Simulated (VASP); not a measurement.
# AgRhF4 (P-6m2) in VASP: a series of runs

Runs on AgRhF4. Level: PBE. Tasks: single point, relaxation of cell and atoms.

Everything below comes from runs of VASP 6.6.1. Logs are shortened: lines on timing, memory, paths and dates and some standing lists are left out, and cuts for length are marked.

### Step 1. The cell of the first run

It takes space group P-6m2 (No. 187, hexagonal). The conventional cell has a = 5.112 Å, b = 5.112 Å, c = 3.555 Å, α = 90.00°, β = 90.00°, γ = 120.00°. Within 3.0 Å of Ag (site symmetry -6m2) lie 9 F at 2.27 to 2.95 Å and 3 Rh at 2.95 Å. Within 3.9 Å of Rh (site symmetry -6m2) lie 3 Ag at 2.95 Å and 15 F at 2.95 to 3.11 Å and 2 Rh at 3.56 Å. Within 3.1 Å of F (site symmetry -6m2) lie 6 F at 2.35 Å and 3 Rh at 2.95 Å and 3 Ag at 2.95 Å. Within 3.2 Å of F (site symmetry mm2) lie 2 Ag at 2.27 Å and 6 F at 2.35 to 2.66 Å and 4 Rh at 3.11 Å.

The cell was built from a structure type or drawn by symmetry, and may not be a known phase.

### Step 2. Single point, PBE, collinear spin, ferromagnetic start

Contents of INCAR:

```
SYSTEM = AgRhF4
PREC     = Accurate       ! precision mode
ENCUT    = 520            ! plane-wave cutoff, eV
EDIFF    = 1E-6           ! SCF threshold, eV
ISMEAR   = 0              ! smearing method
SIGMA    = 0.15           ! smearing width, eV
LREAL    = .False.        ! projectors in reciprocal space
LASPH    = .True.         ! aspherical terms in the spheres
NELM     = 150            ! most SCF steps
ALGO     = Normal         ! electronic algorithm
ISIF     = 2              ! what is computed and relaxed
LWAVE    = .False.        ! write WAVECAR
LCHARG   = .False.        ! write CHGCAR
ISPIN    = 2              ! spin polarisation
MAGMOM   = 0 1 0 0 0 0    ! initial moments
LORBIT   = 11             ! projections on sites
LMAXMIX  = 4              ! l up to which the mixer works
GGA      = PE             ! functional
NBANDS   = 40             ! bands
```

Contents of KPOINTS:

```
Automatic mesh
0
Gamma
  3 3 3
  0 0 0
```

Contents of POSCAR:

```
AgRhF4
1.0
    5.1115969016      0.0000000000      0.0000000000
   -2.5557984508      4.4267727707      0.0000000000
    0.0000000000      0.0000000000      3.5551607766
Ag Rh F
1 1 4
Direct
    0.3333333333      0.6666666667      0.0000000000
    0.0000000000      0.0000000000      0.0000000000
    0.6666666667      0.3333333333      0.0000000000
    1.0136960557      0.5068480279      0.5000000000
    0.4931519721      0.5068480279      0.5000000000
    0.4931519721     -0.0136960557      0.5000000000
```

Potentials or basis: VASP PAW PBE potentials, release 64 (Ag, Rh_pv, F).

Launch:

```sh
$ cat potpaw_PBE.64/Ag/POTCAR potpaw_PBE.64/Rh_pv/POTCAR potpaw_PBE.64/F/POTCAR > POTCAR
$ mpirun -np 1 vasp_std > vasp.out
```

OUTCAR:

```text
SYSTEM = AgRhF4
   PREC = Accurate
   ENCUT = 520
   EDIFF = 1E-6
   ISMEAR = 0
   LREAL = .False.
   LASPH = .True.
   NELM = 150
   ISIF = 2
   ISPIN = 2
   LORBIT = 11
   GGA = PE

 ion  position               nearest neighbor table
   1  0.333  0.667  0.000-   4 2.27   4 2.27   5 2.27   5 2.27   6 2.27   6 2.27   2 2.95   2 2.95
                             2 2.95
   2  0.000  0.000  0.000-   1 2.95   1 2.95   1 2.95
   3  0.667  0.333  0.000-
   4  0.014  0.507  0.500-   1 2.27   1 2.27
   5  0.493  0.507  0.500-   1 2.27   1 2.27
   6  0.493  0.986  0.500-   1 2.27   1 2.27

  LATTYP: Found a hexagonal cell.
 ALAT       =     5.1115969016
 C/A-ratio  =     0.6955088292

  Lattice vectors:

 A1 = (   5.1115969016,   0.0000000000,   0.0000000000)
 A2 = (  -2.5557984508,   4.4267727707,   0.0000000000)
 A3 = (   0.0000000000,   0.0000000000,   3.5551607766)

Analysis of symmetry for initial positions (statically):
=====================================================================
 Subroutine PRICEL returns:
 Original cell was already a primitive cell.

 Routine SETGRP: Setting up the symmetry group for a
 hexagonal supercell.

 Subroutine GETGRP returns: Found 12 space group operations
 (whereof 12 operations were pure point group operations)
 out of a pool of 24 trial point group operations.

The static configuration has the point symmetry D_3h.

Analysis of symmetry for dynamics (positions and initial velocities):
=====================================================================
 Subroutine PRICEL returns:
 Original cell was already a primitive cell.

 Routine SETGRP: Setting up the symmetry group for a
 hexagonal supercell.

 Subroutine GETGRP returns: Found 12 space group operations
 (whereof 12 operations were pure point group operations)
 out of a pool of 24 trial point group operations.

The dynamic configuration has the point symmetry D_3h.

Analysis of structural, dynamic, and magnetic symmetry:
=====================================================================
 Subroutine PRICEL returns:
 Original cell was already a primitive cell.

 Routine SETGRP: Setting up the symmetry group for a
 hexagonal supercell.

 Subroutine GETGRP returns: Found 12 space group operations
 (whereof 12 operations were pure point group operations)
 out of a pool of 24 trial point group operations.

The overall configuration has the point symmetry D_3h.

 Subroutine INISYM returns: Found 12 space group operations
 (whereof 12 operations are pure point group operations),
 and found     1 'primitive' translations

----------------------------------------------------------------------------------------

                                     Primitive cell

  volume of cell :      80.4457

  direct lattice vectors                    reciprocal lattice vectors
     5.111596902  0.000000000  0.000000000     0.195633580  0.112949100  0.000000000
    -2.555798451  4.426772771  0.000000000     0.000000000  0.225898200  0.000000000
     0.000000000  0.000000000  3.555160777     0.000000000  0.000000000  0.281281231

  length of vectors
     5.111596902  5.111596902  3.555160777     0.225898200  0.225898200  0.281281231

  position of ions in fractional coordinates (direct lattice)
     0.333333333  0.666666667  0.000000000
     0.000000000  0.000000000  0.000000000
     0.666666667  0.333333333  0.000000000
     0.013696056  0.506848028  0.500000000
     0.493151972  0.506848028  0.500000000
     0.493151972  0.986303944  0.500000000

  ion indices of the primitive-cell ions
   primitive index   ion index
                 1           1
                 2           2
                 3           3
                 4           4
                 5           5
                 6           6

[... 22 lines left out ...]
 ===========================================

 Found      6 irreducible k-points:

 Following reciprocal coordinates:
            Coordinates               Weight
  0.000000  0.000000  0.000000      1.000000
  0.333333  0.000000  0.000000      6.000000
  0.333333  0.333333  0.000000      2.000000
  0.000000  0.000000  0.333333      2.000000
  0.333333  0.000000  0.333333     12.000000
  0.333333  0.333333  0.333333      4.000000
   k-points           NKPTS =      6   k-points in BZ     NKDIM =      6   number of bands    NBANDS=     40
   number of dos      NEDOS =    301   number of ions     NIONS =      6
   total plane-waves  NPLWV =  44800
   dimension x,y,z NGX =    40 NGY =   40 NGZ =   28
   dimension x,y,z NGXF=    80 NGYF=   80 NGZF=   56
   ions per type =               1   1   4
   NGX,Y,Z   is equivalent  to a cutoff of  13.01, 13.01, 13.09 a.u.
   NGXF,Y,Z  is equivalent  to a cutoff of  26.02, 26.02, 26.19 a.u.
 SYSTEM =  AgRhF4
   PREC   = accura    normal or accurate (medium, high low for compatibility)
   ISTART =      0    job   : 0-new  1-cont  2-samecut
   ICHARG =      2    charge: 1-file 2-atom 10-const
   ISPIN  =      2    spin polarized calculation?
   LNONCOLLINEAR =      F non collinear calculations
   LSORBIT =      F    spin-orbit coupling
   LASPH  =      T    aspherical Exc in radial PAW
   ENCUT  =  520.0 eV  38.22 Ry    6.18 a.u.   9.50  9.50  6.61*2*pi/ulx,y,z
   NELM   =    150;   NELMIN=  2; NELMDL= -5     # of ELM steps
   EDIFF  = 0.1E-05   stopping-criterion for ELM
   LREAL  =      F    real-space projection
   EDIFFG = 0.1E-04   stopping-criterion for IOM
   NSW    =      0    number of steps for IOM
   IBRION =     -1    ionic relax: 0-MD 1-quasi-New 2-CG
   NFREE  =      0    steps in history (QN), initial steepest desc. (CG)
   ISIF   =      2    stress and relaxation
   ISYM   =      2    0-nonsym 1-usesym 2-fastsym
   POTIM  = 0.5000    time-step for ionic-motion
   TEBEG  =    0.0;   TEEND  =   0.0 temperature during run
   PSTRESS=    0.0 pullay stress
   NELECT =      54.0000    total number of electrons
   NUPDOWN=      -1.0000    fix difference up-down
   EMIN   =  10.00;   EMAX   =-10.00  energy-range for DOS
   EFERMI =   0.00;   METHOD = LEGACY
   ISMEAR =     0;   SIGMA  =   0.15  broadening in eV -4-tet -1-fermi 0-gaus
   EFERMI_NEDOS =   21; number of points for ismear=-14 and -15
   IALGO  =     38    algorithm
   IMIX   =      4    mixing-type and parameters
     AMIX     =   0.40;   BMIX     =  1.00
     AMIX_MAG =   1.60;   BMIX_MAG =  1.00
  volume/ion in A,a.u.               =      13.41        90.48
  Fermi-wavevector in a.u.,A,eV,Ry     =   1.433414  2.708760 27.955571  2.054676
  Thomas-Fermi vector in A             =   2.552935
   LORBIT       =     11    0 simple, 1 ext, 2 COOP (PROOUT), +10 PAW based schemes
   GGA     = PE    functional components
   LHFCALC =     F    Hartree Fock is set to
   AEXX    =    0.0000 exact exchange contribution
   IVDW    =     0    specifies the selected vdW correction
   LEPSILON=     F    determine dielectric tensor
   LRPA    =     F    only Hartree local field effects (RPA)
 spin polarized calculation
 Gauss-broadening in eV      SIGMA  =   0.15
  energy-cutoff  :      520.00
  volume of cell :       80.45
 maximum number of plane-waves:      2178
 NGX is ok and might be reduce to    40
   NGX = 19   NGY = 19   NGZ = 13

 number of electron      54.0000015 magnetization       4.0012155

 Free energy of the ion-electron system (eV)
  ---------------------------------------------------
  ext. energy  EPLUGINS =         0.00000000
  ---------------------------------------------------
  free energy    TOTEN  =       -17.23477226 eV

  energy without entropy =      -17.10861488  energy(sigma->0) =      -17.17169357

 E-fermi :   2.0551     XC(G=0): -10.6403

 val. band max:        2.0403603661   @ k =   0.0000   0.0000   0.3333
 cond. band min:       2.0637356174   @ k =   0.3333   0.0000   0.0000
 fundamental gap:      0.0233752513
 Fermi energy:         2.0550616322

 spin component 1

 k-point     1 :       0.0000    0.0000    0.0000
  band No.  band energies     occupation
      1     -44.5658      1.00000
      2     -44.5658      1.00000
      3     -44.1845      1.00000
      4     -20.1848      1.00000
      5     -19.0940      1.00000
      6     -19.0940      1.00000
[... 241 lines left out ...]
     38      18.6417      0.00000
     39      19.0054      0.00000
 Fermi energy:         2.0550616322

 spin component 2

 k-point     1 :       0.0000    0.0000    0.0000
  band No.  band energies     occupation
      1     -42.9176      1.00000
      2     -42.9176      1.00000
      3     -42.7616      1.00000
      4     -19.5755      1.00000
      5     -18.5282      1.00000
      6     -18.5282      1.00000
[... 241 lines left out ...]
     38      18.9214      0.00000
     39      19.2084      0.00000
 [bands above 39 left out]

------------------------ aborting loop because EDIFF is reached ----------------------------------------

  FORCE on cell =-STRESS in cart. coord.  units (eV):
  Direction    XX          YY          ZZ          XY          YZ          ZX
  --------------------------------------------------------------------------------------
  -------------------------------------------------------------------------------------
  Total       -0.0371627     -0.0371627     -0.4084293      0.0000000      0.0000000      0.0000000
  in kB       -0.7401409     -0.7401409     -8.1343784      0.0000000      0.0000000      0.0000000
  external PRESSURE =      -3.2048867 kB  Pullay stress =       0.0000000 kB

 VOLUME and BASIS-vectors are now :
 -----------------------------------------------------------------------------
  energy-cutoff  :      520.00
  volume of cell :       80.45
      direct lattice vectors                 reciprocal lattice vectors
     5.111596902  0.000000000  0.000000000     0.195633580  0.112949100  0.000000000
    -2.555798451  4.426772771  0.000000000     0.000000000  0.225898200  0.000000000
     0.000000000  0.000000000  3.555160777     0.000000000  0.000000000  0.281281231

 POSITION                                       TOTAL-FORCE (eV/Angst)
 -----------------------------------------------------------------------------------
     -0.00000      2.95118      0.00000         0.000000     -0.000000      0.000000
      0.00000      0.00000      0.00000         0.000000      0.000000      0.000000
      2.55580      1.47559      0.00000         0.000000      0.000000      0.000000
     -1.22539      2.24370      1.77758         0.037666      0.021746     -0.000000
      1.22539      2.24370      1.77758        -0.037666      0.021746     -0.000000
     -0.00000      4.36614      1.77758         0.000000     -0.043493      0.000000
 -----------------------------------------------------------------------------------
    total drift:                                0.000004     -0.000002      0.000000

  FREE ENERGIE OF THE ION-ELECTRON SYSTEM (eV)
  ---------------------------------------------------
  free  energy   TOTEN  =       -17.2347722551 eV

  energy  without entropy=      -17.1086148836  energy(sigma->0) =      -17.17169357

 total charge

# of ion       s       p       d       tot
------------------------------------------
    1        0.273   0.245   9.057   9.575
    2        0.105   6.023   7.037  13.165
    3        1.759   4.137   0.000   5.896
    4        1.755   4.217   0.000   5.972
    5        1.755   4.217   0.000   5.972
    6        1.755   4.217   0.000   5.972
--------------------------------------------------
tot          7.402  23.057  16.094  46.553

 magnetization (x)

# of ion       s       p       d       tot
------------------------------------------
    1       -0.015  -0.010   0.421   0.396
    2        0.002   0.003   2.044   2.050
    3        0.003   0.520   0.000   0.523
    4        0.001   0.293   0.000   0.294
    5        0.001   0.293   0.000   0.294
    6        0.001   0.293   0.000   0.294
--------------------------------------------------
tot         -0.007   1.392   2.465   3.850
```

It took 58 s on 1 thread of AMD EPYC 7R13 (Zen 3), shared host; peak memory 0.22 GiB.

What came out:

| Quantity | Value |
| --- | --- |
| Free energy | -17.2348 eV |
| Pressure | -0.3 GPa |
| Largest force | 0.043 eV/Å |
| Band gap on the k mesh | zero (filled and empty bands overlap) |
| Net moment | 4.00 μB per cell |
| Site moments | Ag +0.40; Rh +2.05; F +0.52, +0.29 (each value once) μB |
| Valence electrons inside the program's atomic spheres | Ag 9.57; Rh 13.16; F 5.90, 5.97 (each value once) |

Forces in eV/Å, atoms in the order of the input:
```
Ag   0.000  0.000  0.000
Rh   0.000  0.000  0.000
F    0.000  0.000  0.000
F    0.038  0.022  0.000
F   -0.038  0.022  0.000
F    0.000 -0.043  0.000
```

Levels at points of the mesh, in eV from the Fermi level:
Spin up:
| k point | band 26 | band 27 | band 28 | band 29 | band 30 | band 31 | band 32 | band 33 |
| --- | --- | --- | --- | --- | --- | --- | --- | --- |
| (0.00, 0.00, 0.00) | -0.93 | -0.93 | -0.65 | -0.65 | 0.56 | 7.83 | 7.83 | 8.08 |
Spin down:
```
           k point  band 20  band 21  band 22  band 23  band 24  band 25  band 26  band 27  band 28  band 29
(0.00, 0.00, 0.00)    -0.64    -0.60    -0.60    -0.37    -0.37    -0.32     0.07     0.07     0.14     0.14
```

Caveat: the k points lie up to 0.59 Å⁻¹ apart.

### Step 3. Relaxation of cell and atoms, PBE, collinear spin, ferromagnetic start

This run uses another cell than the first one, of 13.15 Å³/atom.

Contents of INCAR:

```
SYSTEM = AgRhF4
ALGO = Normal ; EDIFF = 1E-6
EDIFFG = -0.08 ; ENCUT = 600
GGA = PE ; IBRION = 2
ISIF = 3 ; ISMEAR = 0
ISPIN = 2 ; LASPH = .True.
LCHARG = .False. ; LMAXMIX = 4
LORBIT = 11 ; LREAL = .False.
LWAVE = .False. ; MAGMOM = 0 1 0 0 0 0
NELM = 150 ; NSW = 36
PREC = Accurate ; SIGMA = 0.15
```

Contents of KPOINTS:

```
k-points
0
Gamma
  3 3 3
  0 0 0
```

Contents of POSCAR:

```
AgRhF4
1.0
    4.9616085600      0.0000000000      0.0000000000
   -2.4808042800      4.2968790600      0.0000000000
    0.0000000000      0.0000000000      3.6998473300
Ag Rh F
1 1 4
Direct
    0.3333333300      0.6666666700      0.0000000000
    0.0000000000      0.0000000000      0.0000000000
    0.6666666700      0.3333333300      0.0000000000
    0.9935383200      0.4967691600      0.5000000000
    0.5032308400      0.4967691600      0.5000000000
    0.5032308400      0.0064616800      0.5000000000
```

Potentials or basis: VASP PAW PBE potentials, release 64 (Ag, Rh_pv, F).

Launch:

```sh
$ cat potpaw_PBE.64/Ag/POTCAR potpaw_PBE.64/Rh_pv/POTCAR potpaw_PBE.64/F/POTCAR > POTCAR
$ mpirun -np 1 vasp_std > vasp.out
```

Wall time 5 min (1 thread of AMD EPYC 7R13 (Zen 3), shared host); peak memory 0.24 GiB.

Results (log left out):

```
Free energy                                           : -17.2252 eV
Relaxed volume                                        : 13.41 Å³/atom
Relaxed cell                                          : a = 5.135 Å, b = 5.135 Å, c = 3.523 Å, α = 90.00°, β = 90.00°, γ = 120.00°
Space group after relaxing (to 0.1 Å)                 : P-6m2 (No. 187)
Energy gained by relaxing                             : 28.2 meV/atom
Ionic steps                                           : 7
Pressure after relaxing                               : 0.1 GPa
Largest force after relaxing                          : 0.078 eV/Å
Band gap on the k mesh                                : zero (filled and empty bands overlap)
Net moment                                            : 4.00 μB per cell
Site moments                                          : Ag +0.40; Rh +2.04; F +0.53, +0.29 (each value once) μB
Valence electrons inside the program's atomic spheres : Ag 9.59; Rh 13.16; F 5.89, 5.97 (each value once)
```

Forces in eV/Å, atoms in the order of the input:
```
Ag   0.000  0.000  0.000
Rh   0.000  0.000  0.000
F    0.000  0.000  0.000
F   -0.067 -0.039  0.000
F    0.067 -0.039  0.000
F    0.000  0.078  0.000
```

Stress tensor (GPa, compression positive):
```
0.16 0.00 0.00
0.00 0.16 0.00
0.00 0.00 0.01
```

The path:
| step | energy change (eV) | largest force (eV/Å) | pressure (GPa) | volume (Å³) |
| --- | --- | --- | --- | --- |
| 1 | 0.0000 | 0.9890 | -1.20 | 78.88 |
| 2 | -0.1117 | 0.3894 | 0.36 | 77.76 |
| 3 | -0.1289 | 0.0134 | 1.54 | 77.15 |
| 4 | -0.1460 | 0.0267 | 0.50 | 78.52 |
| 5 | -0.1543 | 0.0771 | -0.80 | 80.58 |
| 6 | -0.1657 | 0.0754 | -0.34 | 80.51 |
| 7 | -0.1692 | 0.0779 | 0.11 | 80.44 |

Final structure:
```cif
data_structure
_symmetry_space_group_name_H-M 'P 1'
_symmetry_Int_Tables_number 1
_cell_length_a 5.1348
_cell_length_b 5.1348
_cell_length_c 3.5230
_cell_angle_alpha 90.000
_cell_angle_beta 90.000
_cell_angle_gamma 120.000
_cell_volume 80.44
loop_
_atom_site_label
_atom_site_type_symbol
_atom_site_fract_x
_atom_site_fract_y
_atom_site_fract_z
_atom_site_occupancy
Ag1 Ag 0.33333 0.66667 0.00000 1
Rh1 Rh 0.00000 0.00000 0.00000 1
F1 F 0.66667 0.33333 0.00000 1
F2 F 0.01547 0.50774 0.50000 1
F3 F 0.49226 0.50774 0.50000 1
F4 F 0.49227 0.98453 0.50000 1
```

Levels at points of the mesh, in eV from the Fermi level:
Spin up:
| k point | band 25 | band 26 | band 27 | band 28 | band 29 | band 30 | band 31 | band 32 | band 33 |
| --- | --- | --- | --- | --- | --- | --- | --- | --- | --- |
| (0.00, 0.00, 0.00) | -1.57 | -0.93 | -0.93 | -0.66 | -0.66 | 0.56 | 7.80 | 7.80 | 8.09 |
Spin down:
| k point | band 22 | band 23 | band 24 | band 25 | band 26 | band 27 | band 28 | band 29 |
| --- | --- | --- | --- | --- | --- | --- | --- | --- |
| (0.00, 0.00, 0.00) | -0.66 | -0.32 | -0.29 | -0.29 | 0.10 | 0.10 | 0.15 | 0.15 |

Caveat: the k points lie up to 0.59 Å⁻¹ apart in the final cell; the relaxation stopped at a loose force limit of 0.08 eV/Å, so its end isn't a converged minimum.
